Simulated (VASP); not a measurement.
Write the native input for VASP 6.6.1 that does the following.

```yaml
Task: single point
Functional: PBE
Potentials_or_basis: VASP PAW PBE potentials, release 64 (Ba_sv, Sr_sv, In_d, Sb, O)
Cutoff: 520 eV
k_mesh: 6 × 6 × 6
Occupations: gaussian, width 0.05 eV
Spin: no spin polarisation
Dipole_correction: no
Further_INCAR_settings: ALGO = Normal; EDIFF = 1e-06; NBANDS = 48
```

The structure of BaSrInSbO6 lies in POSCAR:

```
BaSrInSbO6
1.0
    0.0000000000      4.1564860908      4.1564860908
    4.1564860908      0.0000000000      4.1564860908
    4.1564860908      4.1564860908      0.0000000000
Ba Sr In Sb O
1 1 1 1 6
Direct
    0.2500561595      0.2499963861      0.2499963861
    0.7501496840      0.7499903678      0.7499903678
    0.0013357705     -0.0000859569     -0.0000859569
    0.5029427845      0.4998106317      0.4998106317
    0.7422629799      0.2606639854      0.2606639854
    0.2606639854      0.7422862634      0.7422862634
    0.7317517645      0.7284221907      0.2711852413
    0.2501427295      0.2467866696      0.7527974789
    0.2501427295      0.7527974789      0.2467866696
    0.7317517645      0.2711852413      0.7284221907
```

This cell differs from its parent crystal: atoms displaced along a vibrational mode.

The input as run:

INCAR

```
ALGO = Normal
EDIFF = 1E-6
ENCUT = 520
GGA = PE
ISIF = 2
ISMEAR = 0
LASPH = True
LCHARG = True
LELF = True
LREAL = False
LVHAR = True
LWAVE = False
NBANDS = 48
NELM = 60
PREC = Accurate
SIGMA = 0.05
```

KPOINTS

```
k-points
0
Gamma
  6 6 6
```

Potentials or basis: VASP PAW PBE potentials, release 64 (Ba_sv, Sr_sv, In_d, Sb, O).

Run with:

```sh
$ cat potpaw_PBE.64/Ba_sv/POTCAR potpaw_PBE.64/Sr_sv/POTCAR potpaw_PBE.64/In_d/POTCAR potpaw_PBE.64/Sb/POTCAR potpaw_PBE.64/O/POTCAR > POTCAR
$ mpirun -np 1 vasp_std > vasp.out
```

Results of the run:

The pressure is 2.5 GPa and the largest force is 3.163 eV/Å. The band gap on the k mesh is 0.82 eV.

Caveat: the cell differs from its parent crystal (atoms displaced along a vibrational mode); spin-orbit coupling is left out, which moves the levels of the heavy elements; forces of over 1 eV/Å act on the atoms, so gaps and moduli don't describe the material at rest.

Run time: 5.9 min on 1 thread of Intel(R) Xeon(R) 6975P-C (Granite Rapids) (shared host), peak memory 0.65 GiB.
